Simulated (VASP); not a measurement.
# B (P-6) in VASP: further runs

The runs below take B through single point, relaxation of cell and atoms, with PBE.

Program: VASP 6.6.1. These are calculated values, not measurements. Logs are shortened: lines on timing, memory, paths and dates and some standing lists are left out, and cuts for length are marked.

### Step 1. The cell of the first run

The structure is hexagonal, space group P-6 (No. 174). Conventional cell: a = 3.316 Å, b = 3.316 Å, c = 2.644 Å, α = 90.00°, β = 90.00°, γ = 120.00°. B (site symmetry m) has 4 B at 1.47 to 1.88 Å within 2.0 Å.

### Step 2. Single point, PBE

INCAR reads:

```
ALGO     = Normal         # electronic algorithm
EDIFF    = 1E-7           # SCF threshold, eV
ENCUT    = 520            # plane-wave cutoff, eV
GGA      = PE             # functional
ISIF     = 2              # what is computed and relaxed
ISMEAR   = 0              # smearing method
LASPH    = T              # aspherical terms in the spheres
LCHARG   = F              # write CHGCAR
LREAL    = F              # projectors in reciprocal space
LWAVE    = F              # write WAVECAR
NBANDS   = 12             # bands
NELM     = 60             # most SCF steps
PREC     = Accurate       # precision mode
SIGMA    = 0.1            # smearing width, eV
```

KPOINTS reads:

```
k-points
0
Gamma
  6 6 6
```

POSCAR reads:

```
B
1.0
    3.3156768300      0.0000000000      0.0000000000
   -1.6578384100      2.8714603600      0.0000000000
    0.0000000000      0.0000000000      2.6443165900
B
3
Direct
    0.4380742500      0.4797958200      0.0000000000
    0.5202041800      0.9582784300      0.0000000000
    0.0417215700      0.5619257500      0.0000000000
```

Potentials or basis: VASP PAW PBE potentials, release 64 (B).

Started as:

```sh
cat potpaw_PBE.64/B/POTCAR > POTCAR
mpirun -np 1 vasp_std > vasp.out
```

OUTCAR:

```text
EDIFF = 1E-7
   ENCUT = 520
   GGA = PE
   ISIF = 2
   ISMEAR = 0
   LASPH = T
   LREAL = F
   NELM = 60
   PREC = Accurate

 ion  position               nearest neighbor table
   1  0.438  0.480  0.000-   2 1.47   3 1.47   2 1.88   3 1.88
   2  0.520  0.958  0.000-   1 1.47   3 1.47   1 1.88   3 1.88
   3  0.042  0.562  0.000-   1 1.47   2 1.47   2 1.88   1 1.88

  LATTYP: Found a hexagonal cell.
 ALAT       =     3.3156768300
 C/A-ratio  =     0.7975193982

  Lattice vectors:

 A1 = (   3.3156768300,   0.0000000000,   0.0000000000)
 A2 = (  -1.6578384100,   2.8714603600,   0.0000000000)
 A3 = (   0.0000000000,   0.0000000000,   2.6443165900)

Analysis of symmetry for initial positions (statically):
=====================================================================
 Subroutine PRICEL returns:
 Original cell was already a primitive cell.

 Routine SETGRP: Setting up the symmetry group for a
 hexagonal supercell.

 Subroutine GETGRP returns: Found  6 space group operations
 (whereof  6 operations were pure point group operations)
 out of a pool of 24 trial point group operations.

The static configuration has the point symmetry C_3h.

Analysis of symmetry for dynamics (positions and initial velocities):
=====================================================================
 Subroutine PRICEL returns:
 Original cell was already a primitive cell.

 Routine SETGRP: Setting up the symmetry group for a
 hexagonal supercell.

 Subroutine GETGRP returns: Found  6 space group operations
 (whereof  6 operations were pure point group operations)
 out of a pool of 24 trial point group operations.

The dynamic configuration has the point symmetry C_3h.

 Subroutine INISYM returns: Found  6 space group operations
 (whereof  6 operations are pure point group operations),
 and found     1 'primitive' translations

----------------------------------------------------------------------------------------

                                     Primitive cell

  volume of cell :      25.1761

  direct lattice vectors                    reciprocal lattice vectors
     3.315676830  0.000000000  0.000000000     0.301597547  0.174127425  0.000000000
    -1.657838410  2.871460360  0.000000000     0.000000000  0.348254851  0.000000000
     0.000000000  0.000000000  2.644316590     0.000000000  0.000000000  0.378169544

  length of vectors
     3.315676830  3.315676823  2.644316590     0.348254850  0.348254851  0.378169544

[... 92 lines left out ...]
   PSTRESS=    0.0 pullay stress
   NELECT =       9.0000    total number of electrons
   NUPDOWN=      -1.0000    fix difference up-down
   EMIN   =  10.00;   EMAX   =-10.00  energy-range for DOS
   EFERMI =   0.00;   METHOD = LEGACY
   ISMEAR =     0;   SIGMA  =   0.10  broadening in eV -4-tet -1-fermi 0-gaus
   EFERMI_NEDOS =   21; number of points for ismear=-14 and -15
   IALGO  =     38    algorithm
   IMIX   =      4    mixing-type and parameters
     AMIX     =   0.40;   BMIX     =  1.00
     AMIX_MAG =   1.60;   BMIX_MAG =  1.00
  volume/ion in A,a.u.               =       8.39        56.63
  Fermi-wavevector in a.u.,A,eV,Ry     =   1.161875  2.195626 18.367241  1.349954
  Thomas-Fermi vector in A             =   2.298443
   LORBIT       =      0    0 simple, 1 ext, 2 COOP (PROOUT), +10 PAW based schemes
   GGA     = PE    functional components
   LHFCALC =     F    Hartree Fock is set to
   AEXX    =    0.0000 exact exchange contribution
   IVDW    =     0    specifies the selected vdW correction
   LEPSILON=     F    determine dielectric tensor
   LRPA    =     F    only Hartree local field effects (RPA)
 non-spin polarized calculation
 Gauss-broadening in eV      SIGMA  =   0.10
  energy-cutoff  :      520.00
  volume of cell :       25.18
 maximum number of plane-waves:       718
 NGX is ok and might be reduce to    28
   NGX = 13   NGY = 13   NGZ =  9

 number of electron       9.0000000 magnetization

 Free energy of the ion-electron system (eV)
  ---------------------------------------------------
  ext. energy  EPLUGINS =         0.00000000
  ---------------------------------------------------
  free energy    TOTEN  =       -15.62280135 eV

  energy without entropy =      -15.61841067  energy(sigma->0) =      -15.62060601

 E-fermi :   4.4649     XC(G=0): -10.9201

 val. band max:        4.4432886278   @ k =   0.5000   0.0000   0.5000
 cond. band min:       4.4973490375   @ k =   0.5000   0.0000   0.1667
 fundamental gap:      0.0540604097
 Fermi energy:         4.4649111060

 k-point     1 :       0.0000    0.0000    0.0000
  band No.  band energies     occupation
      1      -9.8749      2.00000
      2      -2.4033      2.00000
      3       2.8906      2.00000
      4       2.8906      2.00000
      5       4.6708      0.00360
      6       8.3961      0.00000
      7       8.3961      0.00000
      8      12.2694      0.00000
      9      14.7555      0.00000
     10      16.2419      0.00000
     11      16.2419      0.00000
     12      26.4795      0.00000
[... 331 lines left out ...]
 k-point    24 :       0.3333    0.3333    0.3333
  band No.  band energies     occupation
      1      -6.4238      2.00000
      2      -3.3166      2.00000
      3      -1.5458      2.00000
      4       1.7134      2.00000
      5       4.6968      0.00104
      6       7.4907      0.00000
      7       7.8141      0.00000
      8       8.6328      0.00000
      9      16.5317      0.00000
     10      19.7012      0.00000
     11      21.0073      0.00000
     12      23.2905      0.00000

 [... further k-points ...]

------------------------ aborting loop because EDIFF is reached ----------------------------------------

  FORCE on cell =-STRESS in cart. coord.  units (eV):
  Direction    XX          YY          ZZ          XY          YZ          ZX
  --------------------------------------------------------------------------------------
  -------------------------------------------------------------------------------------
  Total        6.4578085      6.4578085      0.7152531     -0.0000009     -0.0000000      0.0000000
  in kB      410.9673075    410.9673059     45.5178622     -0.0000554     -0.0000000      0.0000000
  external PRESSURE =     289.1508252 kB  Pullay stress =       0.0000000 kB

 VOLUME and BASIS-vectors are now :
 -----------------------------------------------------------------------------
  energy-cutoff  :      520.00
  volume of cell :       25.18
      direct lattice vectors                 reciprocal lattice vectors
     3.315676830  0.000000000  0.000000000     0.301597547  0.174127425  0.000000000
    -1.657838410  2.871460360  0.000000000     0.000000000  0.348254851  0.000000000
     0.000000000  0.000000000  2.644316590     0.000000000  0.000000000  0.378169544

 POSITION                                       TOTAL-FORCE (eV/Angst)
 -----------------------------------------------------------------------------------
      0.65709      1.37771      0.00000         7.437221     -4.906553      0.000000
      0.13616      2.75166      0.00000         0.530589      8.894099     -0.000000
     -0.79325      1.61355      0.00000        -7.967810     -3.987546     -0.000000
 -----------------------------------------------------------------------------------
    total drift:                               -0.000000     -0.000000     -0.000000

  FREE ENERGIE OF THE ION-ELECTRON SYSTEM (eV)
  ---------------------------------------------------
  free  energy   TOTEN  =       -15.6228013459 eV

  energy  without entropy=      -15.6184106709  energy(sigma->0) =      -15.62060601
```

stdout:

```text
POSCAR found type information on POSCAR B
 POSCAR found :  1 types and       3 ions
 scaLAPACK will be used
 LDA part: xc-table for (Slater+PW92), standard interpolation
 POSCAR, INCAR and KPOINTS ok, starting setup
 FFT: planning ... GRIDC
 FFT: planning ... GRID_SOFT
 FFT: planning ... GRID
 WAVECAR not read
 entering main loop
```

It took 7.2 s on 1 thread of Intel Xeon 6975P-C (Granite Rapids), shared host; peak memory 0.13 GiB.

Results:

| Property | Result |
| --- | --- |
| Free energy | -15.6228 eV |
| Pressure | 28.9 GPa |
| Largest force | 8.910 eV/Å |

Forces in eV/Å, atoms in the order of the input:
```
B    7.437 -4.907  0.000
B    0.531  8.894  0.000
B   -7.968 -3.988  0.000
```

Stress tensor (GPa, compression positive):
```
41.10  0.00  0.00
 0.00 41.10  0.00
 0.00  0.00  4.55
```

Caveat: the k points lie up to 0.40 Å⁻¹ apart; forces of over 1 eV/Å act on the atoms, so gaps and moduli don't describe the material at rest.

### Step 3. Relaxation of cell and atoms, PBE

INCAR reads:

```
SYSTEM = B
  PREC = Accurate
  ENCUT = 600
  EDIFF = 1E-7
  ISMEAR = 0
  SIGMA = 0.1
  LREAL = .FALSE.
  LASPH = .TRUE.
  NELM = 60
  ALGO = Normal
  ISIF = 3
  LWAVE = .FALSE.
  LCHARG = .FALSE.
  GGA = PE
  IBRION = 2
  NSW = 90
  EDIFFG = -0.04
```

KPOINTS reads:

```
Automatic mesh
0
G
  6 6 6
  0 0 0
```

POSCAR is that of step 2.

Potentials or basis: VASP PAW PBE potentials, release 64 (B).

Started as:

```sh
cat potpaw_PBE.64/B/POTCAR > POTCAR
mpirun -np 1 vasp_std > vasp.out
```

OUTCAR:

```text
SYSTEM = B
   PREC = Accurate
   ENCUT = 600
   EDIFF = 1E-7
   ISMEAR = 0
   LREAL = .FALSE.
   LASPH = .TRUE.
   NELM = 60
   ISIF = 3
   GGA = PE
   IBRION = 2
   NSW = 90
   EDIFFG = -0.04

 ion  position               nearest neighbor table
   1  0.438  0.480  0.000-   2 1.47   3 1.47   2 1.88   3 1.88
   2  0.520  0.958  0.000-   1 1.47   3 1.47   1 1.88   3 1.88
   3  0.042  0.562  0.000-   1 1.47   2 1.47   2 1.88   1 1.88

  LATTYP: Found a hexagonal cell.
 ALAT       =     3.3156768300
 C/A-ratio  =     0.7975193982

  Lattice vectors:

 A1 = (   3.3156768300,   0.0000000000,   0.0000000000)
 A2 = (  -1.6578384100,   2.8714603600,   0.0000000000)
 A3 = (   0.0000000000,   0.0000000000,   2.6443165900)

Analysis of symmetry for initial positions (statically):
=====================================================================
 Subroutine PRICEL returns:
 Original cell was already a primitive cell.

 Routine SETGRP: Setting up the symmetry group for a
 hexagonal supercell.

 Subroutine GETGRP returns: Found  6 space group operations
 (whereof  6 operations were pure point group operations)
 out of a pool of 24 trial point group operations.

The static configuration has the point symmetry C_3h.

Analysis of symmetry for dynamics (positions and initial velocities):
=====================================================================
 Subroutine PRICEL returns:
 Original cell was already a primitive cell.
[... 200 lines left out ...]

 val. band max:        2.2314628601   @ k =   0.5000   0.0000   0.5000
 cond. band min:       2.2959418623   @ k =  -0.3333   0.5000  -0.1667
 fundamental gap:      0.0644790022
 Fermi energy:         2.2536898674

 k-point     1 :       0.0000    0.0000    0.0000
  band No.  band energies     occupation
      1     -11.3231      2.00000
      2      -3.2276      2.00000
      3       0.1043      2.00000
      4       0.1043      2.00000
      5       2.2126      1.43903
      6       4.9328      0.00000
      7       4.9328      0.00000
      8      10.6196      0.00000
[... 320 lines left out ...]
  FREE ENERGIE OF THE ION-ELECTRON SYSTEM (eV)
  ---------------------------------------------------
  free  energy   TOTEN  =       -16.9323574192 eV

  energy  without entropy=      -16.9171154239  energy(sigma->0) =      -16.92473642

[... ionic steps 4 to 36 ...]

--------------------------------------- Ionic step       37  -------------------------------------------

 number of electron       9.0000000 magnetization

------------------------ aborting loop because EDIFF is reached ----------------------------------------
[... 69 lines left out ...]
--------------------------------------- Ionic step       39  -------------------------------------------

 number of electron       9.0000000 magnetization

 Free energy of the ion-electron system (eV)
  ---------------------------------------------------
  ext. energy  EPLUGINS =         0.00000000
  ---------------------------------------------------
  free energy    TOTEN  =       -17.51390107 eV

  energy without entropy =      -17.51133765  energy(sigma->0) =      -17.51261936

 E-fermi :   5.8707     XC(G=0): -11.4902

 val. band max:        5.8132742016   @ k =   0.1667  -0.0000   0.5000
 cond. band min:       5.9299144314   @ k =   0.3333   0.0000   0.5000
 fundamental gap:      0.1166402298
 Fermi energy:         5.8707424832

 k-point     1 :       0.0000    0.0000    0.0000
  band No.  band energies     occupation
      1      -9.4480      2.00000
      2      -2.2339      2.00000
      3       3.1428      2.00000
      4       3.1428      2.00000
      5       7.0830      0.00000
      6       7.0830      0.00000
      7      10.1715      0.00000
      8      13.2166      0.00000
[... 283 lines left out ...]
  FREE ENERGIE OF THE ION-ELECTRON SYSTEM (eV)
  ---------------------------------------------------
  free  energy   TOTEN  =       -17.5139010706 eV

  energy  without entropy=      -17.5113376501  energy(sigma->0) =      -17.51261936

 reached required accuracy - stopping structural energy minimisation
```

OSZICAR:

```text
N       E                     dE             d eps       ncg     rms          rms(c)
DAV:   1     0.137418499098E+02    0.13742E+02   -0.47166E+03   512   0.105E+03
DAV:   2    -0.174953554774E+02   -0.31237E+02   -0.30507E+02   872   0.156E+02
DAV:   3    -0.178087182038E+02   -0.31336E+00   -0.31297E+00   544   0.191E+01
DAV:   4    -0.178095864824E+02   -0.86828E-03   -0.86811E-03   872   0.820E-01
[... 308 lines left out ...]
       N       E                     dE             d eps       ncg     rms          rms(c)
DAV:   1    -0.175139040380E+02   -0.22329E-03   -0.18964E-03   528   0.468E-01    0.153E-02
DAV:   2    -0.175139019239E+02    0.21141E-05   -0.17144E-05   760   0.420E-02    0.875E-03
DAV:   3    -0.175139009979E+02    0.92601E-06   -0.39262E-06   560   0.151E-02    0.115E-03
DAV:   4    -0.175139010706E+02   -0.72708E-07   -0.20474E-07   536   0.427E-03
  39 F= -.17513901E+02 E0= -.17512619E+02  d E =-.220298E-03
```

CONTCAR:

```text
B
   1.00000000000000
     3.4286228530910297    0.0000000197085548   -0.0000000000000001
    -1.7143114381311344    2.9692744748663631    0.0000000000000002
     0.0000000000000000   -0.0000000000000000    2.2712426964850603
  B
     3
Direct
     0.5010514806970120    0.5009846029773850    0.0000000000000000
     0.4990153970540059    0.0000668777115821    0.0000000000000000
     0.9999331222489826    0.4989485193110329    0.0000000000000000

  0.00000000E+00  0.00000000E+00  0.00000000E+00
  0.00000000E+00  0.00000000E+00  0.00000000E+00
  0.00000000E+00  0.00000000E+00  0.00000000E+00
```

It took 1.8 min on 1 thread of Intel Xeon 6975P-C (Granite Rapids), shared host; peak memory 0.14 GiB.

What came out:

| Quantity | Value |
| --- | --- |
| Free energy | -17.5139 eV |
| Relaxed volume | 7.71 Å³/atom |
| Relaxed cell | a = 3.429 Å, b = 3.429 Å, c = 2.271 Å, α = 90.00°, β = 90.00°, γ = 120.00° |
| Space group after relaxing (to 0.05 Å) | P6/mmm (No. 191) |
| Energy gained by relaxing | 628.8 meV/atom |
| Ionic steps | 39 |
| Pressure after relaxing | -0.7 GPa |
| Largest force after relaxing | 0.016 eV/Å |

Forces in eV/Å, atoms in the order of the input:
```
B   -0.016 -0.001  0.000
B    0.009 -0.013  0.000
B    0.007  0.014  0.000
```

The path:
| step | energy change (eV) | largest force (eV/Å) | pressure (GPa) | volume (Å³) |
| --- | --- | --- | --- | --- |
| 1 | 0.0000 | 8.9051 | 28.88 | 25.18 |
| 2 | 6.7030 | 24.1249 | 74.79 | 31.02 |
| 3 | -1.3050 | 2.4902 | -7.97 | 26.99 |
| 4 | -1.4862 | 1.0998 | -8.00 | 26.60 |
| 5 | -1.5278 | 0.5075 | -6.13 | 26.29 |
| 6 | -1.5281 | 0.4533 | -6.34 | 26.31 |
| 7 | -1.5498 | 0.5658 | 2.51 | 25.25 |
| 8 | -1.5542 | 0.3721 | -0.24 | 25.55 |
| 9 | -1.5618 | 0.3659 | 1.91 | 25.30 |
| 10 | -1.5619 | 0.3057 | 1.65 | 25.33 |
| 11 | -1.5711 | 0.3717 | 1.59 | 25.30 |
| 12 | -1.6071 | 0.5509 | 0.83 | 25.20 |
| 13 | -1.6987 | 0.9314 | -2.17 | 24.99 |
| 14 | -1.7670 | 1.5490 | -7.96 | 24.51 |
| 15 | -1.7658 | 1.4802 | -6.78 | 24.58 |
| 16 | -1.7696 | 1.4597 | -7.12 | 24.56 |
| 17 | -1.7795 | 1.3939 | -7.98 | 24.49 |
| 18 | -1.7887 | 1.2578 | -9.30 | 24.35 |
| 19 | -1.7966 | 1.1780 | -9.06 | 24.31 |
| 20 | -1.8178 | 0.9343 | -8.31 | 24.19 |
| 21 | -1.8477 | 0.4331 | -6.58 | 23.96 |
| 22 | -1.8532 | 0.7665 | -2.15 | 23.49 |
| 23 | -1.8602 | 0.2695 | -4.28 | 23.70 |
| 24 | -1.8638 | 0.2382 | -3.68 | 23.61 |
| 25 | -1.8721 | 0.1526 | -1.79 | 23.34 |
| 26 | -1.8767 | 0.1764 | 2.27 | 22.81 |
| 27 | -1.8771 | 0.1394 | 1.29 | 22.93 |
| 28 | -1.8792 | 0.1085 | 0.97 | 22.93 |
| 29 | -1.8805 | 0.1077 | 0.46 | 22.91 |
| 30 | -1.8812 | 0.0924 | 0.28 | 22.94 |
| 31 | -1.8826 | 0.1318 | -0.29 | 23.00 |
| 32 | -1.8818 | 0.3355 | -1.42 | 23.14 |
| 33 | -1.8828 | 0.1953 | -0.66 | 23.05 |
| 34 | -1.8832 | 0.1832 | -0.68 | 23.06 |
| 35 | -1.8842 | 0.1473 | -0.72 | 23.07 |
| 36 | -1.8856 | 0.0764 | -0.82 | 23.11 |
| 37 | -1.8861 | 0.0730 | -1.10 | 23.18 |
| 38 | -1.8863 | 0.0293 | -1.00 | 23.16 |
| 39 | -1.8865 | 0.0158 | -0.65 | 23.12 |

Final structure:
```
CELL_PARAMETERS angstrom
3.42862 0.00000 0.00000
-1.71431 2.96927 0.00000
0.00000 0.00000 2.27124
ATOMIC_POSITIONS crystal
B 0.50105 0.50098 0.00000
B 0.49902 0.00007 0.00000
B 0.99993 0.49895 0.00000
```

Levels at points of the mesh, in eV from the Fermi level:
```csv
k point,band 1,band 2,band 3,band 4,band 5,band 6,band 7,band 8
"(0.00, 0.00, 0.00)",-15.32,-8.10,-2.73,-2.73,1.21,1.21,4.30,7.35
"(0.50, 0.00, 0.00)",-12.94,-11.66,-5.83,-4.01,5.99,6.54,7.42,8.84
"(0.00, 0.00, 0.50)",-10.14,-8.61,-5.86,-0.12,-0.12,3.34,3.34,7.50
"(0.50, 0.00, 0.50)",-8.32,-7.57,-5.86,-3.53,-2.85,0.12,2.20,8.09
```

Caveat: the k points lie up to 0.46 Å⁻¹ apart in the final cell.
